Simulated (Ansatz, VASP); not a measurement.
One calculation of Mg, two programs

The input POSCAR:

```
Mg
1.0
    0.0000000000      3.2884576233      3.2884576233
    3.2884576233      0.0000000000      3.2884576233
    3.2884576233      3.2884576233      0.0000000000
Mg
2
Direct
    0.1250000000      0.1250000000      0.1250000000
    0.8750000000      0.8750000000      0.8750000000
```

Contents of INCAR.step1:

```
ALGO = Normal
EDIFF = 1E-4
ENCUT = 520
GGA = PE
ISMEAR = -1
LASPH = True
LCHARG = False
LREAL = False
LWAVE = True
NBANDS = 9
NELM = 100
PREC = Accurate
SIGMA = 0.1
```

File INCAR.step2:

```
ALGO = Normal
EDIFF = 1E-6
ENCUT = 520
ISIF = 2
ISMEAR = -1
ISTART = 1
LASPH = True
LCHARG = False
LMIXTAU = True
LREAL = False
LWAVE = False
METAGGA = R2SCAN
NBANDS = 9
NELM = 100
PREC = Accurate
SIGMA = 0.1
```

KPOINTS

```
k-points
0
Gamma
  9 9 9
```

Input for Ansatz:

```yaml
crystal:
  lattice:
    - [0.0, 3.2884576233, 3.2884576233]
    - [3.2884576233, 0.0, 3.2884576233]
    - [3.2884576233, 3.2884576233, 0.0]
  atoms:
    - { symbol: Mg, position: [0.125, 0.125, 0.125] }
    - { symbol: Mg, position: [0.875, 0.875, 0.875] }
hamiltonian:
  xc: r2scan
  pseudopotentials:
    kind: paw
    azcp:
      Mg: "pseudopotentials/Mg.paw.azcp"
basis:
  ecutwfc: 500
  fft_grid_basis: typed
kpoints:
  mp_grid: { grid: [9, 9, 9], shift: [0, 0, 0] }
magnetization:
  spin_polarized: false
scf:
  occupations: { method: fermi_dirac, width: 0.1 }
  lower_state_search: "off"
output:
  stress: true
```

Alike in both runs: task single point; functional r2SCAN; k mesh 9 × 9 × 9; occupations fermi-dirac, width 0.1 eV; no spin polarisation.

|  | VASP | Ansatz |
| --- | --- | --- |
| version | VASP 6.6.1 | Ansatz 0.2.0 |
| potentials or method | VASP PAW PBE potentials, release 64 (Mg), cutoff 520 eV | plane waves (500 eV) with PAW, scalar-relativistic |
| valence electrons in the cell | 4 | 20 |

VASP gave:

* pressure (GPa): 1.8

**Question.** What did Ansatz give for the same quantities?

**Answer.** Pressure (GPa): 1.9.

VASP's potentials were made for PBE, not for r2SCAN. VASP's potentials hold 4 valence electrons a cell and Ansatz's 20, so a difference there can come from the potentials and not from the codes.
